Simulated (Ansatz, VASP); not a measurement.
# Be2CdS2 in VASP and in Ansatz

```xyz
5
Lattice="4.1764 0.0000 0.0000 -2.0882 3.6168 0.0000 0.0000 0.0000 6.1838" Properties=species:S:1:pos:R:3 pbc="T T T"
Be    2.0882    1.2056    1.0466
Be    2.0882    1.2056    5.1372
Cd    0.0000    0.0000    3.0919
S     0.0000    0.0000    0.0000
S     0.0000    2.4112    3.0919
```

Change from the starting cell: species swapped into the Eu2ZnSb2 type (P-6m2, No. 187).

Alike in both runs: functional PBE; k mesh 6 × 6 × 4; occupations gaussian, width 0.1 eV; no spin polarisation.

Ansatz relaxed the structure, and its values are those at the end. VASP's run is a single point on that final structure, the one shown.

|  | VASP | Ansatz |
| --- | --- | --- |
| version | VASP 6.6.1 | Ansatz 0.2.0 |
| potentials or method | VASP PAW PBE potentials, release 64 (Be, Cd, S), cutoff 520 eV | scalar-relativistic, plane waves, PAW |
| valence electrons in the cell | 28 | 36 |

VASP gave:

| Item | Value |
| --- | --- |
| gap on the k mesh at the Fermi level (eV) | none |
| pressure (GPa) | 0.3 |
| rms of the force components (eV/Å) | 0.012 |

Question: Estimate Ansatz's values.

Answer: gap on the k mesh at the Fermi level (eV): none; pressure (GPa): 0.0; rms of the force components (eV/Å): 0.012.

A gap of «none» marks a metal or a gap that the smearing closes. VASP's potentials hold 28 valence electrons a cell and Ansatz's 36, so a difference there can come from the potentials and not from the codes.
